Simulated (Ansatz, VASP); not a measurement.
# One calculation of HfTeO4, two programs

```xyz
6
Lattice="3.5114 0.0000 0.0000 -1.7557 3.0409 0.0000 0.0000 0.0000 8.2532" Properties=species:S:1:pos:R:3 pbc="T T T"
Hf    0.0000    0.0000    4.1266
Te    0.0000    0.0000    0.0000
O     0.0000    2.0273    4.1266
O     1.7557    1.0136    4.1266
O     0.0000    0.0000    2.5099
O     0.0000    0.0000    5.7434
```

Alike in both runs: task single point; functional PBE; k mesh 6 × 6 × 2; occupations gaussian, width 0.1 eV; no spin polarisation.

|  | VASP | Ansatz |
| --- | --- | --- |
| version | VASP 6.6.1 | Ansatz 0.2.0 |
| potentials or method | VASP PAW PBE potentials, release 64 (Hf_pv, Te, O), cutoff 520 eV | scalar-relativistic, plane waves, PAW |
| valence electrons in the cell | 40 | 66 |

```tsv
	VASP	Ansatz	Ansatz less VASP
gap on the k mesh at the Fermi level (eV)	none	none	-
rms of the force components (eV/Å)	5.697	5.183	-0.5147
```

Atom by atom the forces differ by 0.515 eV/Å (rms over components). A gap of «none» marks a metal or a gap that the smearing closes. VASP's potentials hold 40 valence electrons a cell and Ansatz's 66, so a difference there can come from the potentials and not from the codes.

The k mesh is coarse, so the values compare programs but aren't converged. Neither program's run includes spin-orbit coupling.
